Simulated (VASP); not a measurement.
Input of a VASP 6.6.1 run:

The input INCAR:

```
SYSTEM = Ag
ALGO     = Fast           ! electronic algorithm
EDIFF    = 1E-6           ! SCF threshold, eV
ENCUT    = 520            ! plane-wave cutoff, eV
GGA      = PE             ! functional
ISIF     = 2              ! what is computed and relaxed
ISMEAR   = 0              ! smearing method
LASPH    = .TRUE.         ! aspherical terms in the spheres
LCHARG   = .FALSE.        ! write CHGCAR
LREAL    = .FALSE.        ! projectors in reciprocal space
LWAVE    = .FALSE.        ! write WAVECAR
NBANDS   = 12             ! bands
NELM     = 80             ! most SCF steps
PREC     = Accurate       ! precision mode
SIGMA    = 0.1            ! smearing width, eV
```

KPOINTS

```
k-points
0
G
  18 18 18
  0 0 0
```

Contents of POSCAR:

```
Ag
1.0
   -1.7308372481      1.7308372481      1.7308372481
    1.7308372481     -1.7308372481      1.7308372481
    1.7308372481      1.7308372481     -1.7308372481
Ag
1
Direct
    0.0000000000      0.0000000000      0.0000000000
```

Potentials or basis: VASP PAW PBE potentials, release 64 (Ag).

Command:

```sh
$ cat potpaw_PBE.64/Ag/POTCAR > POTCAR
$ mpirun -np 1 vasp_std > vasp.out
```

Question: What does it give for the band gap on the k mesh?

Answer: Zero (an odd number of electrons rules out a gap without spin polarisation).

Question: What does it give for the pressure?

Answer: -8.3 GPa.

Caveat: the cell differs from its parent crystal (strained); the cell stands under tension.
